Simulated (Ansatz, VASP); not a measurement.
Si: VASP beside Ansatz

File POSCAR:

```
Si
1.0
   -3.3273296544      3.3273296544      1.9218805215
    3.3273296544     -3.3273296544      1.9218805215
    3.3273296544      3.3273296544     -1.9218805215
Si
4
Direct
    0.1527370141      0.1226828835      0.3274522684
    0.8212468005      0.8212468005      0.6424936010
    0.1787531995      0.8212468005      0.0000000000
    0.8212468005      0.1787531995      0.0000000000
```

Contents of INCAR.step1:

```
PREC = Accurate ; ENCUT = 550
ISMEAR = 0 ; SIGMA = 0.05
LREAL = F ; LASPH = T
NELM = 120 ; NBANDS = 16
GGA = PE ; ALGO = Normal
EDIFF = 1E-5 ; LWAVE = T
LCHARG = F ; GGA_COMPAT = F
```

The input INCAR.step2:

```
PREC = Accurate ; ENCUT = 550
EDIFF = 1E-6 ; ISMEAR = 0
SIGMA = 0.05 ; LREAL = F
LASPH = T ; NELM = 120
ALGO = Normal ; ISIF = 2
LWAVE = F ; LCHARG = T
METAGGA = R2SCAN ; LMIXTAU = T
LELF = T ; LVHAR = T
NBANDS = 16 ; ISTART = 1
GGA_COMPAT = F
```

File KPOINTS:

```
regular mesh
0
Gamma
  10 10 10
```

Input for Ansatz:

```yaml
crystal:
  lattice:
    - [-3.3273296544, 3.3273296544, 1.9218805215]
    - [3.3273296544, -3.3273296544, 1.9218805215]
    - [3.3273296544, 3.3273296544, -1.9218805215]
  atoms:
    - { symbol: Si, position: [0.1527370141, 0.1226828835, 0.3274522684] }
    - { symbol: Si, position: [0.8212468005, 0.8212468005, 0.642493601] }
    - { symbol: Si, position: [0.1787531995, 0.8212468005, 0.0] }
    - { symbol: Si, position: [0.8212468005, 0.1787531995, 0.0] }
basis:
  ecutwfc: 500
kpoints:
  mp_grid: { grid: [10, 10, 10] }
hamiltonian:
  xc: r2scan
scf:
  occupations: { method: gaussian, width: 0.05 }
output:
  forces: true
  stress: true
  eigenvalues: true
```

Alike in both runs: task single point; functional r2SCAN; k mesh 10 × 10 × 10; occupations gaussian, width 0.05 eV; no spin polarisation.

```csv
,VASP,Ansatz
version,VASP 6.6.1,Ansatz 0.2.0
potentials or method,"VASP PAW PBE potentials, release 64 (Si), cutoff 550 eV","scalar-relativistic, plane waves, PAW"
valence electrons in the cell,16,16
```

Ansatz gave:

* gap on the k mesh at the Fermi level (eV): none
* pressure (GPa): 1.4
* traceless stress, the component that is largest in VASP (GPa): 5.77
* rms of the force components (eV/Å): 1.219

Task: Which values does VASP return?

Result: gap on the k mesh at the Fermi level (eV): none; pressure (GPa): 1.2; traceless stress, the component that is largest in VASP (GPa): 5.75; rms of the force components (eV/Å): 1.217.

VASP's potentials were made for PBE, not for r2SCAN. Atom by atom the forces differ by 0.004 eV/Å (rms over components). A gap of «none» marks a metal or a gap that the smearing closes.
